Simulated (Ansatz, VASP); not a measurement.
## One calculation of AlNi, two programs

File POSCAR:

```
AlNi
1.0
    1.9386940000     -1.9531901500      0.0000000000
    1.9386940000      1.9531901500      0.0000000000
    0.0000000000      0.0000000000      3.0994300413
Al Ni
1 1
Direct
    0.0000000000      0.0000000000      0.0000000000
    0.5000000000      0.5000000000      0.5000000000
```

INCAR.step1

```
ALGO     = Normal         # electronic algorithm
EDIFF    = 1E-4           # SCF threshold, eV
ENCUT    = 600            # plane-wave cutoff, eV
GGA      = PE             # functional
ISMEAR   = 0              # smearing method
LASPH    = T              # aspherical terms in the spheres
LCHARG   = F              # write CHGCAR
LREAL    = F              # projectors in reciprocal space
LWAVE    = T              # write WAVECAR
NELM     = 60             # most SCF steps
PREC     = Accurate       # precision mode
SIGMA    = 0.1            # smearing width, eV
```

File INCAR.step2:

```
ALGO     = Normal         # electronic algorithm
EDIFF    = 1E-6           # SCF threshold, eV
EDIFFG   = -0.01          # ionic threshold
ENCUT    = 600            # plane-wave cutoff, eV
IBRION   = 2              # ionic algorithm
ISIF     = 3              # what is computed and relaxed
ISMEAR   = 0              # smearing method
ISTART   = 1            
LASPH    = T              # aspherical terms in the spheres
LCHARG   = F              # write CHGCAR
LMIXTAU  = T            
LREAL    = F              # projectors in reciprocal space
LWAVE    = F              # write WAVECAR
METAGGA  = R2SCAN         # meta-GGA
NELM     = 60             # most SCF steps
NSW      = 80             # ionic steps
PREC     = Accurate       # precision mode
SIGMA    = 0.1            # smearing width, eV
```

File KPOINTS:

```
k-points
0
Gamma
  16 16 14
```

Input for Ansatz:

```yaml
crystal:
  lattice:
    - [1.938694, -1.95319015, 0.0]
    - [1.938694, 1.95319015, 0.0]
    - [0.0, 0.0, 3.0994300413]
  atoms:
    - { symbol: Al, position: [0.0, 0.0, 0.0] }
    - { symbol: Ni, position: [0.5, 0.5, 0.5] }
basis:
  ecutwfc: 500
kpoints:
  mp_grid: { grid: [16, 16, 14] }
hamiltonian:
  xc: r2scan
scf:
  occupations: { method: gaussian, width: 0.1 }
output:
  forces: true
  stress: true
  eigenvalues: true
relax:
  adjacent_minimum: "off"
  f_tol: 0.01
  max_steps: 60
  cell: { stress_tol: 0.05 }
```

Alike in both runs: task relaxation of cell and atoms; functional r2SCAN; k mesh 16 × 16 × 14; occupations gaussian, width 0.1 eV; no spin polarisation.

|  | VASP | Ansatz |
| --- | --- | --- |
| version | VASP 6.6.1 | Ansatz 0.2.0 |
| potentials or method | VASP PAW PBE potentials, release 64 (Al, Ni), cutoff 600 eV | scalar-relativistic, plane waves, PAW |
| valence electrons in the cell | 13 | 21 |

Ansatz gave:

| Property | Result |
| --- | --- |
| gap on the k mesh at the Fermi level, each at its own relaxed structure (eV) | none |
| relaxed volume (Å³/atom) | 11.74 |
| relaxed length of the cell vector where the two differ most in proportion (Å) | 2.870 |

Question: Which values does VASP return?

Answer: gap on the k mesh at the Fermi level, each at its own relaxed structure (eV): none; relaxed volume (Å³/atom): 11.71; relaxed length of the cell vector where the two differ most in proportion (Å): 2.866.

VASP's potentials were made for PBE, not for r2SCAN. A gap of «none» marks a metal or a gap that the smearing closes. VASP's potentials hold 13 valence electrons a cell and Ansatz's 21, so a difference there can come from the potentials and not from the codes.
